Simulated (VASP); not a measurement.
Write the native input for VASP 6.6.1 that does the following.

* Task: single point
* Functional: r2SCAN
* Potentials or basis: VASP PAW PBE potentials, release 64 (Si, C)
* Cutoff: 520 eV
* k mesh: 12 × 12 × 4
* Occupations: gaussian, width 0.05 eV
* Spin: no spin polarisation
* Dipole correction: no
* Further INCAR settings: ALGO = Normal; EDIFF = 1e-07; NBANDS = 26

SiC:

```xyz
8
Lattice="2.8314 0.0000 0.0000 -1.4157 2.4520 0.0000 0.0000 0.0000 10.0768" Properties=species:S:1:pos:R:3 pbc="T T T"
Si    1.4157    0.8173    9.4504
Si    0.0000    1.6347    4.4120
Si    0.0000    0.0000    6.9317
Si    0.0000    0.0000    1.8934
C     1.4157    0.8173    7.5556
C     0.0000    1.6347    2.5172
C     0.0000    0.0000    5.0431
C     0.0000    0.0000    0.0047
```

This cell differs from its parent crystal: strain -0.080 along x and y, +0.000 along z.

These files were run (other wordings do the same):

POSCAR

```
SiC
1.0
    2.8313545881      0.0000000000      0.0000000000
   -1.4156772940      2.4520250004      0.0000000000
    0.0000000000      0.0000000000     10.0767691420
Si C
4 4
Direct
    0.6666666667      0.3333333333      0.9378376197
    0.3333333333      0.6666666667      0.4378376197
    0.0000000000      0.0000000000      0.6878931817
    0.0000000000      0.0000000000      0.1878931817
    0.6666666667      0.3333333333      0.7498040034
    0.3333333333      0.6666666667      0.2498040034
    0.0000000000      0.0000000000      0.5004641952
    0.0000000000      0.0000000000      0.0004641952
```

INCAR.step1

```
SYSTEM = SiC
ALGO = Normal
EDIFF = 1E-4
ENCUT = 520
GGA = PE
ISMEAR = 0
LASPH = .True.
LCHARG = .False.
LREAL = .False.
LWAVE = .True.
NBANDS = 26
NELM = 100
PREC = Accurate
SIGMA = 0.05
```

INCAR.step2

```
SYSTEM = SiC
ALGO = Normal
EDIFF = 1E-7
ENCUT = 520
ISIF = 2
ISMEAR = 0
ISTART = 1
LASPH = .True.
LCHARG = .False.
LMIXTAU = .True.
LREAL = .False.
LWAVE = .False.
METAGGA = R2SCAN
NBANDS = 26
NELM = 100
PREC = Accurate
SIGMA = 0.05
```

KPOINTS

```
k-points
0
Gamma
  12 12 4
  0 0 0
```

Potentials or basis: VASP PAW PBE potentials, release 64 (Si, C).

Launch:

```bash
$ cat potpaw_PBE.64/Si/POTCAR potpaw_PBE.64/C/POTCAR > POTCAR
$ cp INCAR.step1 INCAR
$ mpirun -np 1 vasp_std > vasp.out
$ cp INCAR.step2 INCAR
$ mpirun -np 1 vasp_std > vasp.out
```

It gave:

```
Pressure               : 55.0 GPa
Largest force          : 1.410 eV/Å
Band gap on the k mesh : 2.08 eV (least direct gap 3.58 eV)
```

Caveat: the cell differs from its parent crystal (strain -0.080 along x and y, +0.000 along z); the stress differs along the axes, from 8 to 78 GPa; the PAW data sets were made with another functional, which shifts forces and pressure a little.

Run time: 6 min on 1 thread of Intel(R) Xeon(R) Platinum 8259CL CPU @ 2.50GHz (Skylake/Cascade Lake) (shared host), peak memory 0.25 GiB.
